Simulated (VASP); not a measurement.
# C (P6_3/mmc) in VASP: a series of runs

The runs below take C through relaxation of the atoms, single point, with LDA.

Everything below comes from runs of VASP 6.6.1. Logs are shortened: lines on timing, memory, paths and dates and some standing lists are left out, and cuts for length are marked.

## (1) The cell of the first run

The structure is hexagonal, space group P6_3/mmc (No. 194). The conventional cell has a = 2.483 Å, b = 2.483 Å, c = 4.095 Å, α = 90.00°, β = 90.00°, γ = 120.00°. Within 2.0 Å of C (site symmetry 3m) lie 4 C at 1.52 to 1.53 Å.

## (2) Relaxation of the atoms, LDA (strained cell)

File INCAR:

```
SYSTEM = C
ALGO     = Normal         ! electronic algorithm
EDIFF    = 1E-6           ! SCF threshold, eV
EDIFFG   = -0.002         ! ionic threshold
ENCUT    = 520            ! plane-wave cutoff, eV
GGA      = CA             ! functional
IBRION   = 2              ! ionic algorithm
ISIF     = 2              ! what is computed and relaxed
ISMEAR   = 0              ! smearing method
LASPH    = .True.         ! aspherical terms in the spheres
LCHARG   = .False.        ! write CHGCAR
LREAL    = .False.        ! projectors in reciprocal space
LWAVE    = .False.        ! write WAVECAR
NELM     = 100            ! most SCF steps
NSW      = 60             ! ionic steps
PREC     = Accurate       ! precision mode
SIGMA    = 0.02           ! smearing width, eV
```

File KPOINTS:

```
k-points
0
Gamma
  9 9 6
  0 0 0
```

File POSCAR:

```
C
1.0
    2.4834374100      0.0000000000      0.0000000000
   -1.2417187050      2.1507198858      0.0000000000
    0.0000000000      0.0000000000      4.0945232323
C
4
Direct
    0.3333333333      0.6666666667     -0.0002355119
    0.6666666667      0.3333333333      0.4997644881
    0.3333333333      0.6666666667      0.3742355119
    0.6666666667      0.3333333333      0.8742355119
```

Potentials or basis: VASP PAW LDA potentials, release 64 (C).

Started as:

```bash
cat potpaw_LDA.64/C/POTCAR > POTCAR
mpirun -np 1 vasp_std > vasp.out
```

OUTCAR:

```text
SYSTEM = C
   EDIFF = 1E-6
   EDIFFG = -0.002
   ENCUT = 520
   GGA = CA
   IBRION = 2
   ISIF = 2
   ISMEAR = 0
   LASPH = .True.
   LREAL = .False.
   NELM = 100
   NSW = 60
   PREC = Accurate

 ion  position               nearest neighbor table
   1  0.333  0.667  1.000-   4 1.52   4 1.52   4 1.52   3 1.53
   2  0.667  0.333  0.500-   3 1.52   3 1.52   3 1.52   4 1.53
   3  0.333  0.667  0.374-   2 1.52   2 1.52   2 1.52   1 1.53
   4  0.667  0.333  0.874-   1 1.52   1 1.52   1 1.52   2 1.53

  LATTYP: Found a hexagonal cell.
 ALAT       =     2.4834374100
 C/A-ratio  =     1.6487322031

  Lattice vectors:

 A1 = (   2.4834374100,   0.0000000000,   0.0000000000)
 A2 = (  -1.2417187050,   2.1507198858,   0.0000000000)
 A3 = (   0.0000000000,   0.0000000000,   4.0945232323)

Analysis of symmetry for initial positions (statically):
=====================================================================
 Subroutine PRICEL returns:
 Original cell was already a primitive cell.

 Routine SETGRP: Setting up the symmetry group for a
 hexagonal supercell.

 Subroutine GETGRP returns: Found 24 space group operations
 (whereof  6 operations were pure point group operations)
 out of a pool of 24 trial point group operations.

The static configuration has the point symmetry C_3v.
 The point group associated with its full space group is D_6h.

Analysis of symmetry for dynamics (positions and initial velocities):
=====================================================================
 Subroutine PRICEL returns:
 Original cell was already a primitive cell.

 Routine SETGRP: Setting up the symmetry group for a
 hexagonal supercell.

 Subroutine GETGRP returns: Found 24 space group operations
 (whereof  6 operations were pure point group operations)
 out of a pool of 24 trial point group operations.

The dynamic configuration has the point symmetry C_3v.
 The point group associated with its full space group is D_6h.

 Subroutine INISYM returns: Found 24 space group operations
 (whereof  6 operations are pure point group operations),
 and found     1 'primitive' translations

----------------------------------------------------------------------------------------

                                     Primitive cell

  volume of cell :      21.8696

  direct lattice vectors                    reciprocal lattice vectors
     2.483437410  0.000000000  0.000000000     0.402667688  0.232480298  0.000000000
    -1.241718705  2.150719886  0.000000000     0.000000000  0.464960596  0.000000000
     0.000000000  0.000000000  4.094523232     0.000000000  0.000000000  0.244228679

  length of vectors
     2.483437410  2.483437410  4.094523232     0.464960596  0.464960596  0.244228679

  position of ions in fractional coordinates (direct lattice)
     0.333333333  0.666666667  0.999764488
     0.666666667  0.333333333  0.499764488
     0.333333333  0.666666667  0.374235512
     0.666666667  0.333333333  0.874235512

  ion indices of the primitive-cell ions
   primitive index   ion index
                 1           1
                 2           2
                 3           3
                 4           4

----------------------------------------------------------------------------------------

 KPOINTS: k-points

Automatic generation of k-mesh.
 Grid dimensions read from file:
 generate k-points for:    9    9    6

 Generating k-lattice:

  Cartesian coordinates                     Fractional coordinates (reciprocal lattice)
     0.044740854  0.025831144  0.000000000     0.111111111  0.000000000  0.000000000
     0.000000000  0.051662288  0.000000000     0.000000000  0.111111111  0.000000000
     0.000000000  0.000000000  0.040704780     0.000000000  0.000000000  0.166666667

  Length of vectors
     0.051662288  0.051662288  0.040704780

  Shift w.r.t. Gamma in fractional coordinates (k-lattice)
     0.000000000  0.000000000  0.000000000

 Subroutine IBZKPT returns following result:
 ===========================================

 Found     48 irreducible k-points:

 Following reciprocal coordinates:
            Coordinates               Weight
  0.000000  0.000000  0.000000      1.000000
  0.111111  0.000000  0.000000      6.000000
  0.222222  0.000000  0.000000      6.000000
  0.333333  0.000000  0.000000      6.000000
  0.444444  0.000000  0.000000      6.000000
  0.111111  0.111111  0.000000      6.000000
[... 16 lines left out ...]
  0.333333  0.222222  0.166667     24.000000
  0.333333  0.333333  0.166667      4.000000
 [... further k-points ...]
   k-points           NKPTS =     48   k-points in BZ     NKDIM =     48   number of bands    NBANDS=     12
   number of dos      NEDOS =    301   number of ions     NIONS =      4
   total plane-waves  NPLWV =   9720
   dimension x,y,z NGX =    18 NGY =   18 NGZ =   30
   dimension x,y,z NGXF=    36 NGYF=   36 NGZF=   60
   ions per type =               4
   NGX,Y,Z   is equivalent  to a cutoff of  12.05, 12.05, 12.18 a.u.
   NGXF,Y,Z  is equivalent  to a cutoff of  24.10, 24.10, 24.36 a.u.
 SYSTEM =  C
   PREC   = accura    normal or accurate (medium, high low for compatibility)
   ISTART =      0    job   : 0-new  1-cont  2-samecut
   ICHARG =      2    charge: 1-file 2-atom 10-const
   ISPIN  =      1    spin polarized calculation?
   LNONCOLLINEAR =      F non collinear calculations
   LSORBIT =      F    spin-orbit coupling
   LASPH  =      T    aspherical Exc in radial PAW
   ENCUT  =  520.0 eV  38.22 Ry    6.18 a.u.   4.62  4.62  7.61*2*pi/ulx,y,z
   NELM   =    100;   NELMIN=  2; NELMDL= -5     # of ELM steps
   EDIFF  = 0.1E-05   stopping-criterion for ELM
   LREAL  =      F    real-space projection
   EDIFFG = -.2E-02   stopping-criterion for IOM
   NSW    =     60    number of steps for IOM
   IBRION =      2    ionic relax: 0-MD 1-quasi-New 2-CG
   NFREE  =      1    steps in history (QN), initial steepest desc. (CG)
   ISIF   =      2    stress and relaxation
   ISYM   =      2    0-nonsym 1-usesym 2-fastsym
   POTIM  = 0.5000    time-step for ionic-motion
   TEBEG  =    0.0;   TEEND  =   0.0 temperature during run
   PSTRESS=    0.0 pullay stress
   NELECT =      16.0000    total number of electrons
   NUPDOWN=      -1.0000    fix difference up-down
   EMIN   =  10.00;   EMAX   =-10.00  energy-range for DOS
   EFERMI =   0.00;   METHOD = LEGACY
   ISMEAR =     0;   SIGMA  =   0.02  broadening in eV -4-tet -1-fermi 0-gaus
   EFERMI_NEDOS =   21; number of points for ismear=-14 and -15
   IALGO  =     38    algorithm
   IMIX   =      4    mixing-type and parameters
     AMIX     =   0.40;   BMIX     =  1.00
     AMIX_MAG =   1.60;   BMIX_MAG =  1.00
  volume/ion in A,a.u.               =       5.47        36.90
  Fermi-wavevector in a.u.,A,eV,Ry     =   1.475145  2.787620 29.606992  2.176053
  Thomas-Fermi vector in A             =   2.589830
   LORBIT       =      0    0 simple, 1 ext, 2 COOP (PROOUT), +10 PAW based schemes
   GGA     = CA    functional components
   LHFCALC =     F    Hartree Fock is set to
   AEXX    =    0.0000 exact exchange contribution
   IVDW    =     0    specifies the selected vdW correction
   LEPSILON=     F    determine dielectric tensor
   LRPA    =     F    only Hartree local field effects (RPA)
 conjugate gradient relaxation of ions
 non-spin polarized calculation
 Gauss-broadening in eV      SIGMA  =   0.02
  energy-cutoff  :      520.00
  volume of cell :       21.87
 maximum number of plane-waves:       602
   NGX =  9   NGY =  9   NGZ = 15

 number of electron      15.9999995 magnetization

 Free energy of the ion-electron system (eV)
  ---------------------------------------------------
  ext. energy  EPLUGINS =         0.00000000
  ---------------------------------------------------
  free energy    TOTEN  =       -40.37715805 eV

  energy without entropy =      -40.37715805  energy(sigma->0) =      -40.37715805

 E-fermi :  10.7060     XC(G=0): -13.6713

 val. band max:       10.5855648739   @ k =   0.0000   0.0000   0.0000
 cond. band min:      13.5797722172   @ k =   0.3333   0.3333   0.0000
 fundamental gap:      2.9942073433
 Fermi energy:        10.7059755256

 k-point     1 :       0.0000    0.0000    0.0000
  band No.  band energies     occupation
      1     -11.5668      2.00000
      2      -5.5799      2.00000
      3      -3.5455      2.00000
      4       7.2936      2.00000
      5       7.2936      2.00000
      6      10.0642      2.00000
      7      10.5856      2.00000
      8      10.5856      2.00000
      9      15.4441      0.00000
     10      15.4441      0.00000
     11      16.2325      0.00000
     12      19.0747      0.00000

 k-point     2 :       0.1111    0.0000    0.0000
  band No.  band energies     occupation
      1     -11.2548      2.00000
      2      -5.3025      2.00000
      3      -3.2503      2.00000
      4       5.8469      2.00000
      5       6.6786      2.00000
      6       9.3695      2.00000
      7       9.5852      2.00000
      8      10.0407      2.00000
      9      15.6055      0.00000
     10      16.2410      0.00000
     11      16.7501      0.00000
     12      19.9559      0.00000

 k-point     3 :       0.2222    0.0000    0.0000
  band No.  band energies     occupation
      1     -10.3249      2.00000
      2      -4.4756      2.00000
      3      -2.4027      2.00000
      4       2.8096      2.00000
      5       5.4836      2.00000
      6       6.7935      2.00000
      7       8.3115      2.00000
      8       8.9462      2.00000
      9      15.5274      0.00000
     10      17.6342      0.00000
     11      17.6884      0.00000
     12      21.0429      0.00000
[... 286 lines left out ...]
 k-point    23 :       0.3333    0.2222    0.1667
  band No.  band energies     occupation
      1      -5.7871      2.00000
      2      -3.0602      2.00000
      3      -1.5552      2.00000
      4       0.4736      2.00000
      5       1.0277      2.00000
      6       2.8428      2.00000
      7       4.1308      2.00000
      8       5.2251      2.00000
      9      15.2083      0.00000
     10      20.0305      0.00000
     11      20.3151      0.00000
     12      22.4898      0.00000

 k-point    24 :       0.3333    0.3333    0.1667
  band No.  band energies     occupation
      1      -4.0656      2.00000
      2      -4.0656      2.00000
      3      -0.8391      2.00000
      4       0.0240      2.00000
      5       0.0240      2.00000
      6       2.8764      2.00000
      7       4.1066      2.00000
      8       4.1066      2.00000
      9      14.4689      0.00000
     10      21.4490      0.00000
     11      21.4490      0.00000
     12      23.2645      0.00000

 [... further k-points ...]

------------------------ aborting loop because EDIFF is reached ----------------------------------------

  FORCE on cell =-STRESS in cart. coord.  units (eV):
  Direction    XX          YY          ZZ          XY          YZ          ZX
  --------------------------------------------------------------------------------------
  -------------------------------------------------------------------------------------
  Total        0.2449798      0.2449798      2.2033416     -0.0000000      0.0000000     -0.0000000
  in kB       17.9473579     17.9473579    161.4180176     -0.0000000      0.0000000     -0.0000000
  external PRESSURE =      65.7709111 kB  Pullay stress =       0.0000000 kB

 VOLUME and BASIS-vectors are now :
 -----------------------------------------------------------------------------
  energy-cutoff  :      520.00
  volume of cell :       21.87
      direct lattice vectors                 reciprocal lattice vectors
     2.483437410  0.000000000  0.000000000     0.402667688  0.232480298  0.000000000
    -1.241718705  2.150719886  0.000000000     0.000000000  0.464960596  0.000000000
     0.000000000  0.000000000  4.094523232     0.000000000  0.000000000  0.244228679

 POSITION                                       TOTAL-FORCE (eV/Angst)
 -----------------------------------------------------------------------------------
     -0.00000      1.43381      4.09356        -0.000000     -0.000000      0.001647
      1.24172      0.71691      2.04630         0.000000      0.000000      0.001647
     -0.00000      1.43381      1.53232        -0.000000     -0.000000     -0.001647
      1.24172      0.71691      3.57958         0.000000      0.000000     -0.001647
 -----------------------------------------------------------------------------------
    total drift:                               -0.000000      0.000000     -0.000038

  FREE ENERGIE OF THE ION-ELECTRON SYSTEM (eV)
  ---------------------------------------------------
  free  energy   TOTEN  =       -40.3771580542 eV

  energy  without entropy=      -40.3771580542  energy(sigma->0) =      -40.37715805

 reached required accuracy - stopping structural energy minimisation
```

It took 7.6 s on 1 thread of AMD EPYC 9R14 (Zen 4), shared host; peak memory 0.08 GiB.

Results:

- Free energy: -40.3772 eV
- Pressure after relaxing: 6.6 GPa
- Band gap on the k mesh: 2.99 eV, indirect (least direct gap 4.86 eV)

Final structure:
```xyz
4
Lattice="2.4834 0.0000 0.0000 -1.2417 2.1507 0.0000 0.0000 0.0000 4.0945" Properties=species:S:1:pos:R:3 pbc="T T T"
C     0.0000    1.4338    4.0936
C     1.2417    0.7169    2.0463
C     0.0000    1.4338    1.5323
C     1.2417    0.7169    3.5796
```

Levels at points of the mesh, in eV from the valence-band top:
| k point | band 6 | band 7 | band 8 | band 9 | band 10 | band 11 |
| --- | --- | --- | --- | --- | --- | --- |
| (0.00, 0.00, 0.00) | -0.52 | 0.00 | 0.00 | 4.86 | 4.86 | 5.65 |
| (0.00, 0.00, 0.50) | -1.98 | -1.98 | -1.98 | 7.26 | 7.26 | 7.26 |

Caveat: the cell differs from its parent crystal (strained cell); the relaxation stopped at its first step, so nothing moved. A k mesh can miss the band edges.

## (3) Relaxation of the atoms, LDA (strained cell)

File INCAR:

```
SYSTEM = C
PREC = Accurate ; ENCUT = 520
EDIFF = 1E-6 ; ISMEAR = 0
SIGMA = 0.02 ; LREAL = .FALSE.
LASPH = .TRUE. ; NELM = 80
ALGO = Normal ; ISIF = 2
LWAVE = .FALSE. ; LCHARG = .FALSE.
GGA = CA ; IBRION = 2
NSW = 60 ; EDIFFG = -0.002
```

File KPOINTS:

```
regular mesh
0
G
  9 9 6
  0 0 0
```

File POSCAR:

```
C
1.0
    2.4892434776      0.0000000000      0.0000000000
   -1.2446217388      2.1557480878      0.0000000000
    0.0000000000      0.0000000000      4.0945232323
C
4
Direct
    0.3333333333      0.6666666667     -0.0001691602
    0.6666666667      0.3333333333      0.4998308398
    0.3333333333      0.6666666667      0.3741691602
    0.6666666667      0.3333333333      0.8741691602
```

Potentials or basis: VASP PAW LDA potentials, release 64 (C).

Started as:

```bash
cat potpaw_LDA.64/C/POTCAR > POTCAR
mpirun -np 1 vasp_std > vasp.out
```

Wall time 16 s (1 thread of AMD EPYC 9R14 (Zen 4), shared host); peak memory 0.08 GiB.

The run converged. Its results:

```
Free energy               : -40.3775 eV
Energy gained by relaxing : 0.0 meV/atom
Ionic steps               : 3
Pressure after relaxing   : 4.3 GPa
Band gap on the k mesh    : 3.02 eV, indirect (least direct gap 4.82 eV)
```

Stress tensor (GPa, compression positive):
```
-1.46  0.00  0.00
 0.00 -1.46  0.00
 0.00  0.00 15.94
```

Final structure:
```
C
1.0
     2.48924    0.00000    0.00000
    -1.24462    2.15575    0.00000
     0.00000    0.00000    4.09452
C
4
Cartesian
  0.0000 1.4372 4.0934
  1.2446 0.7186 2.0462
  0.0000 1.4372 1.5325
  1.2446 0.7186 3.5797
```

Levels at points of the mesh, in eV from the valence-band top:
```csv
k point,band 6,band 7,band 8,band 9,band 10,band 11
"(0.00, 0.00, 0.00)",-0.51,0.00,0.00,4.82,4.82,5.69
"(0.00, 0.00, 0.50)",-1.99,-1.99,-1.99,7.23,7.23,7.23
```

Caveat: the cell differs from its parent crystal (strained cell). A k mesh can miss the band edges.

## (4) Single point, LDA (strained cell)

File INCAR:

```
SYSTEM = C
PREC = Accurate
ENCUT = 910
EDIFF = 1E-6
ISMEAR = 0
SIGMA = 0.02
LREAL = .False.
LASPH = .True.
NELM = 120
ALGO = Normal
ISIF = 2
LWAVE = .False.
LCHARG = .True.
LELF = .True.
LVHAR = .True.
NBANDS = 16
GGA_COMPAT = .False.
```

File KPOINTS:

```
regular mesh
0
Gamma
  9 9 6
  0 0 0
```

File POSCAR:

```
C
1.0
    2.4360557348      0.0000000000      0.0000000000
   -1.2180278674      2.1096861514      0.0000000000
    0.0000000000      0.0000000000      4.0945232323
C
4
Direct
    0.3333333333      0.6666666667      0.0001479122
    0.6666666667      0.3333333333      0.5001479122
    0.3333333333      0.6666666667      0.3738520878
    0.6666666667      0.3333333333      0.8738520878
```

Potentials or basis: VASP PAW LDA potentials, release 64 (C_h).

Started as:

```bash
cat potpaw_LDA.64/C_h/POTCAR > POTCAR
mpirun -np 1 vasp_std > vasp.out
```

Run time: 8.2 s. Hardware: 1 thread of Intel Xeon 6975P-C (Granite Rapids), shared host; peak memory 0.15 GiB.

It converged, with:

| Property | Result |
| --- | --- |
| Free energy | -40.3412 eV |
| Pressure | 25.5 GPa |
| Band gap on the k mesh | 2.77 eV, indirect (least direct gap 5.13 eV) |

Forces on the atoms (eV/Å):
```
C    0.000  0.000  0.003
C    0.000  0.000  0.003
C    0.000  0.000 -0.003
C    0.000  0.000 -0.003
```

Stress tensor (GPa, compression positive):
```
29.83  0.00  0.00
 0.00 29.83  0.00
 0.00  0.00 16.87
```

Levels at points of the mesh, in eV from the valence-band top:
| k point | band 6 | band 7 | band 8 | band 9 | band 10 | band 11 |
| --- | --- | --- | --- | --- | --- | --- |
| (0.00, 0.00, 0.00) | -0.64 | 0.00 | 0.00 | 5.13 | 5.13 | 5.23 |
| (0.00, 0.00, 0.50) | -1.93 | -1.93 | -1.93 | 7.52 | 7.52 | 7.52 |

Caveat: the cell differs from its parent crystal (strained cell); the cutoff is under 1.25 times the usual one of these potentials, so pressure, stress and relaxed cells hold a basis-set (Pulay) error. A k mesh can miss the band edges.

(Part 1 of 2 ends here.)
